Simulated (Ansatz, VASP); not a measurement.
**Two plane-wave programs on MoSe2**

File INCAR:

```
SYSTEM = MoSe2
PREC     = Accurate       ! precision mode
ENCUT    = 450            ! plane-wave cutoff, eV
EDIFF    = 1E-7           ! SCF threshold, eV
ISMEAR   = 0              ! smearing method
SIGMA    = 0.02           ! smearing width, eV
LREAL    = .FALSE.        ! projectors in reciprocal space
LASPH    = .TRUE.         ! aspherical terms in the spheres
NELM     = 120            ! most SCF steps
ALGO     = Normal         ! electronic algorithm
ISIF     = 2              ! what is computed and relaxed
LWAVE    = .FALSE.        ! write WAVECAR
LCHARG   = .FALSE.        ! write CHGCAR
GGA      = PE             ! functional
IBRION   = 2              ! ionic algorithm
NSW      = 60             ! ionic steps
EDIFFG   = -0.008         ! ionic threshold
GGA_COMPAT= .FALSE.      
NELMIN   = 4
```

File KPOINTS:

```
regular mesh
0
G
  9 9 2
  0 0 0
```

POSCAR

```
MoSe2
1.0
    3.2212871913      0.0000000000      0.0000000000
   -1.6106435956      2.7897165405      0.0000000000
    0.0000000000      0.0000000000     14.3845103160
Mo Se
2 4
Direct
    0.6666666667      0.3333333333      0.7500000000
    0.3333333333      0.6666666667      0.2500000000
    0.3333333333      0.6666666667      0.8654354935
    0.6666666667      0.3333333333      0.3654354935
    0.3333333333      0.6666666667      0.6345645065
    0.6666666667      0.3333333333      0.1345645065
```

Input for Ansatz:

```yaml
crystal:
  lattice:
    - [3.2212871913, 0.0, 0.0]
    - [-1.6106435956, 2.7897165405, 0.0]
    - [0.0, 0.0, 14.384510316]
  atoms:
    - { symbol: Mo, position: [0.6666666667, 0.3333333333, 0.75] }
    - { symbol: Mo, position: [0.3333333333, 0.6666666667, 0.25] }
    - { symbol: Se, position: [0.3333333333, 0.6666666667, 0.8654354935] }
    - { symbol: Se, position: [0.6666666667, 0.3333333333, 0.3654354935] }
    - { symbol: Se, position: [0.3333333333, 0.6666666667, 0.6345645065] }
    - { symbol: Se, position: [0.6666666667, 0.3333333333, 0.1345645065] }
basis:
  ecutwfc: 420
kpoints:
  mp_grid: { grid: [9, 9, 2] }
hamiltonian:
  xc: pbe
scf:
  occupations: { method: gaussian, width: 0.02 }
output:
  forces: true
  stress: true
  eigenvalues: true
  write_density: true
  write_potential: true
  elf: true
  volumetric_format: npy
relax:
  adjacent_minimum: "off"
  f_tol: 0.008
  max_steps: 40
```

Change from the starting cell: equal strain along all axes, cell held, atoms relaxed: -3.0 %.

Alike in both runs: task relaxation of the atoms; functional PBE; k mesh 9 × 9 × 2; occupations gaussian, width 0.02 eV; no spin polarisation.

|  | VASP | Ansatz |
| --- | --- | --- |
| version | VASP 6.6.1 | Ansatz 0.2.0 |
| potentials or method | VASP PAW PBE potentials, release 64 (Mo_sv, Se), cutoff 450 eV | scalar-relativistic, plane waves, PAW |
| valence electrons in the cell | 52 | 92 |

```tsv
	VASP	Ansatz	Ansatz less VASP
gap on the k mesh at the Fermi level, each at its own relaxed structure (eV)	1.22	1.23	+0.006
```

VASP's potentials hold 52 valence electrons a cell and Ansatz's 92, so a difference there can come from the potentials and not from the codes. Ansatz's warnings: stress scf threshold loose.
